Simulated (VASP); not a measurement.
# CdTe (F-43m) in VASP: settings compared, part 2 of 2

VASP 6.6.1. The steps go on from the part before.

**3. Vibrations by perturbation theory, PBE**

INCAR reads:

```
SYSTEM = CdTe
  ALGO = Normal
  EDIFF = 1E-8
  ENCUT = 520
  GGA = PE
  IBRION = 8
  ISIF = 2
  ISMEAR = -1
  LASPH = .True.
  LCHARG = .False.
  LREAL = .False.
  LWAVE = .False.
  NBANDS = 16
  NELM = 80
  NSW = 1
  PREC = Accurate
  SIGMA = 0.05
```

KPOINTS reads:

```
k-points
0
Gamma
  5 5 5
  0 0 0
```

POSCAR reads:

```
CdTe
1.0
    0.0000000000      3.2050000000      3.2050000000
    3.2050000000      0.0000000000      3.2050000000
    3.2050000000      3.2050000000      0.0000000000
Te Cd
1 1
Direct
    0.7500000000      0.7500000000      0.7500000000
    0.0000000000      0.0000000000      0.0000000000
```

Potentials or basis: VASP PAW PBE potentials, release 64 (Te, Cd).

On the command line:

```
> cat potpaw_PBE.64/Te/POTCAR potpaw_PBE.64/Cd/POTCAR > POTCAR
> mpirun -np 1 vasp_std > vasp.out
```

OUTCAR:

```text
SYSTEM = CdTe
   EDIFF = 1E-8
   ENCUT = 520
   GGA = PE
   IBRION = 8
   ISIF = 2
   ISMEAR = -1
   LASPH = .True.
   LREAL = .False.
   NELM = 80
   NSW = 1
   PREC = Accurate

 ion  position               nearest neighbor table
   1  0.750  0.750  0.750-   2 2.78   2 2.78   2 2.78   2 2.78
   2  0.000  0.000  0.000-   1 2.78   1 2.78   1 2.78   1 2.78

  LATTYP: Found a face centered cubic cell.
 ALAT       =     6.4100000000

  Lattice vectors:

 A1 = (   0.0000000000,   3.2050000000,   3.2050000000)
 A2 = (   3.2050000000,   0.0000000000,   3.2050000000)
 A3 = (   3.2050000000,   3.2050000000,   0.0000000000)

Analysis of symmetry for initial positions (statically):
=====================================================================
 Subroutine PRICEL returns:
 Original cell was already a primitive cell.

 Routine SETGRP: Setting up the symmetry group for a
 face centered cubic supercell.

 Subroutine GETGRP returns: Found 24 space group operations
 (whereof 24 operations were pure point group operations)
 out of a pool of 48 trial point group operations.

The static configuration has the point symmetry T_d .

Analysis of symmetry for dynamics (positions and initial velocities):
=====================================================================
 Subroutine PRICEL returns:
 Original cell was already a primitive cell.

 Routine SETGRP: Setting up the symmetry group for a
 face centered cubic supercell.

 Subroutine GETGRP returns: Found 24 space group operations
 (whereof 24 operations were pure point group operations)
 out of a pool of 48 trial point group operations.

The dynamic configuration has the point symmetry T_d .

 Subroutine INISYM returns: Found 24 space group operations
 (whereof 24 operations are pure point group operations),
 and found     1 'primitive' translations

----------------------------------------------------------------------------------------

                                     Primitive cell

  volume of cell :      65.8437

  direct lattice vectors                    reciprocal lattice vectors
     0.000000000  3.205000000  3.205000000    -0.156006240  0.156006240  0.156006240
     3.205000000  0.000000000  3.205000000     0.156006240 -0.156006240  0.156006240
     3.205000000  3.205000000  0.000000000     0.156006240  0.156006240 -0.156006240

  length of vectors
     4.532554467  4.532554467  4.532554467     0.270210734  0.270210734  0.270210734

  position of ions in fractional coordinates (direct lattice)
     0.750000000  0.750000000  0.750000000
     0.000000000  0.000000000  0.000000000

  ion indices of the primitive-cell ions
   primitive index   ion index
[... 108 lines left out ...]

 E-fermi :   3.1264     XC(G=0):  -8.7270

 val. band max:        2.6641371029   @ k =   0.0000   0.0000   0.0000
 cond. band min:       3.5334225770   @ k =   0.0000   0.0000   0.0000
 fundamental gap:      0.8692854741
 Fermi energy:         3.1264344931

 k-point     1 :       0.0000    0.0000    0.0000
  band No.  band energies     occupation
      1      -8.7027      2.00000
      2      -5.7535      2.00000
      3      -5.7535      2.00000
      4      -5.7535      2.00000
      5      -5.4685      2.00000
      6      -5.4685      2.00000
[... 169 lines left out ...]
      5      -5.4602      2.00000
      6      -4.9452      2.00000
[... 8 lines left out ...]
     15      12.8512      0.00000
     16      14.8626      0.00000

------------------------ aborting loop because EDIFF is reached ----------------------------------------

  FORCE on cell =-STRESS in cart. coord.  units (eV):
  Direction    XX          YY          ZZ          XY          YZ          ZX
  --------------------------------------------------------------------------------------
  -------------------------------------------------------------------------------------
  Total        1.8346684      1.8346684      1.8346684      0.0000000      0.0000000      0.0000000
  in kB       44.6430711     44.6430711     44.6430711      0.0000000      0.0000000      0.0000000
  external PRESSURE =      44.6430711 kB  Pullay stress =       0.0000000 kB

 VOLUME and BASIS-vectors are now :
 -----------------------------------------------------------------------------
  energy-cutoff  :      520.00
  volume of cell :       65.84
      direct lattice vectors                 reciprocal lattice vectors
     0.000000000  3.205000000  3.205000000    -0.156006240  0.156006240  0.156006240
     3.205000000  0.000000000  3.205000000     0.156006240 -0.156006240  0.156006240
     3.205000000  3.205000000  0.000000000     0.156006240  0.156006240 -0.156006240

 POSITION                                       TOTAL-FORCE (eV/Angst)
 -----------------------------------------------------------------------------------
      4.80750      4.80750      4.80750         0.000000      0.000000      0.000000
      0.00000      0.00000      0.00000        -0.000000     -0.000000     -0.000000
 -----------------------------------------------------------------------------------
    total drift:                                0.000000      0.000000      0.000000

  FREE ENERGIE OF THE ION-ELECTRON SYSTEM (eV)
  ---------------------------------------------------
  free  energy   TOTEN  =        -4.7079188712 eV

  energy  without entropy=       -4.7079143372  energy(sigma->0) =       -4.70791660

[... ionic steps 2 to 3 ...]

--------------------------------------- Ionic step        4  -------------------------------------------

------------------------ aborting loop because EDIFF is reached ----------------------------------------

[... ionic steps 5 to 6 ...]

--------------------------------------- Ionic step        7  -------------------------------------------

 Free energy of the ion-electron system (eV)
  ---------------------------------------------------
  ---------------------------------------------------
  free energy    TOTEN  =        -0.43228812 eV

  energy without entropy =       -0.43228812

------------------------ aborting loop because EDIFF is reached ----------------------------------------

 INTERNAL STRAIN TENSOR  FOR ION    2  DIRECTION 1   (eV/Angst):
 -----------------------------------------------------------------------------
     0.01096  0.00000  0.00000
     0.00000 -0.00570 -7.88023
     0.00000 -7.88023 -0.00570

 INTERNAL STRAIN TENSOR FOR ION    2 for displacements in x,y,z  (eV/Angst):
          X           Y           Z          XY          YZ          ZX
  --------------------------------------------------------------------------------
  x     0.00000     0.00000     0.00000     0.00000    -7.88023     0.00000
  y     0.00000    -0.00000     0.00000     0.00000     0.00000    -7.88023
  z     0.00000     0.00000     0.00000    -7.88023     0.00000     0.00000

 SECOND DERIVATIVES (NOT SYMMETRIZED)
 ------------------------------------
               1X          1Y          1Z          2X          2Y          2Z
  1X    -5.307048    0.000000    0.000000    5.307048    0.000000    0.000000
  1Y     0.000000   -5.307048    0.000000    0.000000    5.307048    0.000000
  1Z     0.000000    0.000000   -5.307048    0.000000    0.000000    5.307048
  2X     5.286833    0.000000    0.000000   -5.286833    0.000000    0.000000
  2Y     0.000000    5.286833    0.000000    0.000000   -5.286833    0.000000
  2Z     0.000000    0.000000    5.286833    0.000000    0.000000   -5.286833

 Eigenvectors and eigenvalues of the dynamical matrix
 ----------------------------------------------------

   1 f  =    4.653965 THz    29.241721 2PiTHz  155.239546 cm-1    19.247242 meV
             X         Y         Z           dx          dy          dz
      4.807500  4.807500  4.807500    -0.685061    0.000000   -0.000000
      0.000000  0.000000  0.000000     0.728486   -0.000000   -0.000000
[... 21 lines left out ...]
   6 f/i=    0.004432 THz     0.027847 2PiTHz    0.147834 cm-1     0.018329 meV
             X         Y         Z           dx          dy          dz
      4.807500  4.807500  4.807500    -0.000057    0.489961    0.539101
      0.000000  0.000000  0.000000    -0.000054    0.460754    0.506965

--------------------------------------------------------------------------------------------------------

 ELASTIC MODULI CONTR FROM IONIC RELAXATION (kBar)
 Direction    XX          YY          ZZ          XY          YZ          ZX
 --------------------------------------------------------------------------------
 XX          -0.0000      0.0000      0.0000     -0.0000      0.0000      0.0000
 YY           0.0000     -0.0000      0.0000     -0.0000     -0.0000      0.0000
 ZZ           0.0000      0.0000     -0.0000      0.0000     -0.0000      0.0000
 XY          -0.0000     -0.0000      0.0000   -278.0439      0.0000      0.0000
 YZ           0.0000     -0.0000     -0.0000      0.0000   -278.0439      0.0000
 ZX           0.0000      0.0000      0.0000      0.0000      0.0000   -278.0439
 --------------------------------------------------------------------------------
```

OSZICAR:

```text
N       E                     dE             d eps       ncg     rms          rms(c)
DAV:   1     0.104359225771E+03    0.10436E+03   -0.84213E+03   320   0.978E+02
DAV:   2    -0.129709224502E+01   -0.10566E+03   -0.10042E+03   392   0.242E+02
DAV:   3    -0.490788083977E+01   -0.36108E+01   -0.36056E+01   392   0.463E+01
DAV:   4    -0.494047766124E+01   -0.32597E-01   -0.32596E-01   472   0.388E+00
[... 43 lines left out ...]
RMM:   8    -0.432288322354E+00   -0.75984E-06   -0.34966E-08  1407   0.443E-04    0.725E-05
RMM:   9    -0.432288130601E+00    0.19175E-06    0.39045E-10  1546   0.840E-05    0.170E-05
RMM:  10    -0.432288101443E+00    0.29158E-07    0.79652E-09  1518   0.443E-05    0.556E-06
RMM:  11    -0.432288126224E+00   -0.24781E-07    0.23595E-08  1565   0.270E-05    0.177E-06
RMM:  12    -0.432288123389E+00    0.28349E-08    0.79710E-10  1388   0.212E-05    0.910E-07
 Linear response finished
```

stdout:

```text
POSCAR found type information on POSCAR TeCd
 POSCAR found :  2 types and       2 ions
 scaLAPACK will be used
 LDA part: xc-table for (Slater+PW92), standard interpolation
 POSCAR, INCAR and KPOINTS ok, starting setup
 FFT: planning ... GRIDC
 FFT: planning ... GRID_SOFT
 FFT: planning ... GRID
 WAVECAR not read
 entering main loop
 Linear response reoptimize wavefunctions to high precision
 Linear response DOF=           2
 Linear response progress:
 first order change of Fermi-energy   0.32717E-03
 force on displaced ion       1 direction 1 :  -5.307   0.000   0.000
 Linear response progress:
 first order change of Fermi-energy  -0.74591E-05
 force on displaced ion       2 direction 1 :  -5.287   0.000   0.000
 Linear response finished
```

Wall time 2.1 min (1 thread of AMD EPYC 7R43 (Zen 3), shared host); peak memory 0.24 GiB.

What came out:

| Item | Value |
| --- | --- |
| Highest phonon frequency at Γ, LO-TO splitting left out | 155 cm⁻¹ |

Phonon frequencies in cm⁻¹ (negative: imaginary):
```
              q point        frequencies
(0.000, 0.000, 0.000)  0 0 0 155 155 155
```

Caveat: the cell wasn't relaxed at this level first, which shifts response properties; spin-orbit coupling is left out, which moves the levels of the heavy elements.

**4. Dielectric tensor, PBE**

INCAR reads:

```
SYSTEM = CdTe
  PREC = Accurate
  ENCUT = 520
  EDIFF = 1E-8
  ISMEAR = 0
  SIGMA = 0.01
  LREAL = .False.
  LASPH = .True.
  NELM = 100
  ALGO = Normal
  ISIF = 2
  LWAVE = .False.
  LCHARG = .False.
  GGA = PE
  LEPSILON = .True.
```

KPOINTS reads:

```
Automatic mesh
0
Gamma
  7 7 7
  0 0 0
```

POSCAR is that of step 3.

Potentials or basis: VASP PAW PBE potentials, release 64 (Te, Cd).

On the command line:

```
> cat potpaw_PBE.64/Te/POTCAR potpaw_PBE.64/Cd/POTCAR > POTCAR
> mpirun -np 1 vasp_std > vasp.out
```

OUTCAR:

```text
SYSTEM = CdTe
   PREC = Accurate
   ENCUT = 520
   EDIFF = 1E-8
   ISMEAR = 0
   LREAL = .False.
   LASPH = .True.
   NELM = 100
   ISIF = 2
   GGA = PE
   LEPSILON = .True.

 ion  position               nearest neighbor table
   1  0.750  0.750  0.750-   2 2.78   2 2.78   2 2.78   2 2.78
   2  0.000  0.000  0.000-   1 2.78   1 2.78   1 2.78   1 2.78

  LATTYP: Found a face centered cubic cell.
 ALAT       =     6.4100000000

  Lattice vectors:

 A1 = (   0.0000000000,   3.2050000000,   3.2050000000)
 A2 = (   3.2050000000,   0.0000000000,   3.2050000000)
 A3 = (   3.2050000000,   3.2050000000,   0.0000000000)

Analysis of symmetry for initial positions (statically):
=====================================================================
 Subroutine PRICEL returns:
 Original cell was already a primitive cell.

 Routine SETGRP: Setting up the symmetry group for a
 face centered cubic supercell.

 Subroutine GETGRP returns: Found 24 space group operations
 (whereof 24 operations were pure point group operations)
 out of a pool of 48 trial point group operations.

The static configuration has the point symmetry T_d .

Analysis of symmetry for dynamics (positions and initial velocities):
=====================================================================
 Subroutine PRICEL returns:
 Original cell was already a primitive cell.

 Routine SETGRP: Setting up the symmetry group for a
 face centered cubic supercell.

 Subroutine GETGRP returns: Found 24 space group operations
 (whereof 24 operations were pure point group operations)
[... 493 lines left out ...]
  free  energy   TOTEN  =        -4.7252518140 eV

  energy  without entropy=       -4.7252518140  energy(sigma->0) =       -4.72525181

 HEAD OF MICROSCOPIC STATIC DIELECTRIC TENSOR (INDEPENDENT PARTICLE, excluding Hartree and local field effects)
 ------------------------------------------------------
          11.017589     0.000000     0.000000
           0.000000    11.017589     0.000000
           0.000000     0.000000    11.017589
 ------------------------------------------------------

 Free energy of the ion-electron system (eV)
  ---------------------------------------------------
  ---------------------------------------------------
  free energy    TOTEN  =        -1.89415883 eV

  energy without entropy =       -1.89415883

------------------------ aborting loop because EDIFF is reached ----------------------------------------

--------------------------------------- Ionic step        2  -------------------------------------------

------------------------ aborting loop because EDIFF is reached ----------------------------------------

--------------------------------------- Ionic step        3  -------------------------------------------

 Free energy of the ion-electron system (eV)
  ---------------------------------------------------
  ---------------------------------------------------
  free energy    TOTEN  =        -1.89415928 eV

  energy without entropy =       -1.89415928

------------------------ aborting loop because EDIFF is reached ----------------------------------------

 PIEZOELECTRIC TENSOR FIELD DIRECTION 3  (e Angst)
 -----------------------------------------------------------------------------
    -0.00157  2.58462  0.00000           (  0.00001 -0.07924  0.00000)
     2.58462 -0.00157  0.00000           ( -0.07924  0.00001  0.00000)
     0.00000  0.00000  0.00019           (  0.00000  0.00000 -0.00000)

 PIEZOELECTRIC TENSOR FIELD DIRECTION 3  (C/m^2)
 -----------------------------------------------------------------------------
    -0.00038  0.62892  0.00000
     0.62892 -0.00038  0.00000
     0.00000  0.00000  0.00005

 MACROSCOPIC STATIC DIELECTRIC TENSOR (including local field effects in DFT)
 ------------------------------------------------------
          10.662541     0.000000    -0.000000
          -0.000000    10.662541     0.000000
           0.000000     0.000000    10.662541
 ------------------------------------------------------

 PIEZOELECTRIC TENSOR (including local field effects)  for field in x, y, z        (e  Angst)
          XX          YY          ZZ          XY          YZ          ZX
  --------------------------------------------------------------------------------
  x     0.00000     0.00000     0.00000     0.00000     2.61235     0.00000
  y     0.00000     0.00000    -0.00000     0.00000     0.00000     2.61235
  z     0.00000     0.00000     0.00000     2.61235     0.00000     0.00000

 PIEZOELECTRIC TENSOR (including local field effects)  for field in x, y, z        (C/m^2)
          XX          YY          ZZ          XY          YZ          ZX
  --------------------------------------------------------------------------------
  x     0.00000     0.00000     0.00000     0.00000     0.63566     0.00000
  y     0.00000     0.00000    -0.00000     0.00000     0.00000     0.63566
  z     0.00000     0.00000     0.00000     0.63566     0.00000     0.00000

 BORN EFFECTIVE CHARGES (including local field effects) (in |e|, cummulative output)
 ---------------------------------------------------------------------------------
 ion    1
    1    -2.23348    -0.00000    -0.00000
    2    -0.00000    -2.23348    -0.00000
    3     0.00000     0.00000    -2.23348
 ion    2
    1     2.23348     0.00000     0.00000
    2     0.00000     2.23348     0.00000
    3    -0.00000    -0.00000     2.23348
```

stdout:

```text
POSCAR found type information on POSCAR TeCd
 POSCAR found :  2 types and       2 ions
 scaLAPACK will be used
 LDA part: xc-table for (Slater+PW92), standard interpolation
 POSCAR, INCAR and KPOINTS ok, starting setup
 FFT: planning ... GRIDC
 FFT: planning ... GRID_SOFT
 FFT: planning ... GRID
 WAVECAR not read
 entering main loop
 Linear response reoptimize wavefunctions to high precision
 Linear response G [H, r] |phi>, progress :
  Direction:   1
 Linear response G [H, r] |phi>, progress :
  Direction:   2
 Linear response G [H, r] |phi>, progress :
  Direction:   3
 Linear response to external field (no local field effect), progress :
  Direction:   1
 dielectric tensor                  component  1 :    12.408     4.729     1.392
 Linear response to external field (no local field effect), progress :
  Direction:   2
 dielectric tensor                  component  2 :     4.728    12.808    -1.685
 Linear response to external field (no local field effect), progress :
  Direction:   3
 dielectric tensor                  component  3 :     1.396    -1.687     7.837
 Linear response to external field, progress :
  Direction:   1
 dielectric tensor                  component  1 :    10.663     2.445     0.938
 Linear response to external field, progress :
  Direction:   2
 dielectric tensor                  component  2 :     2.439    10.663     0.726
 Linear response to external field, progress :
  Direction:   3
 dielectric tensor                  component  3 :     1.880     1.502    10.663
 Born effective charges drift removed
```

Wall time 5.4 min (1 thread of AMD EPYC 7R43 (Zen 3), shared host); peak memory 0.29 GiB.

Results:

- Band gap on the k mesh: 0.87 eV, direct
- Electronic dielectric tensor (diagonal): 10.66
- Born charges (mean of the diagonal): Te -2.23; Cd +2.23 e

Electronic dielectric tensor:
```
10.66  0.00  0.00
 0.00 10.66  0.00
 0.00  0.00 10.66
```

Born effective charge tensors (e):
atom 1, Te
```
-2.23  0.00  0.00
 0.00 -2.23  0.00
 0.00  0.00 -2.23
```
atom 2, Cd
```
2.23 0.00 0.00
0.00 2.23 0.00
0.00 0.00 2.23
```

Caveat: spin-orbit coupling is left out, which moves the levels of the heavy elements. As with any semilocal functional, this PBE gap is likely too small.
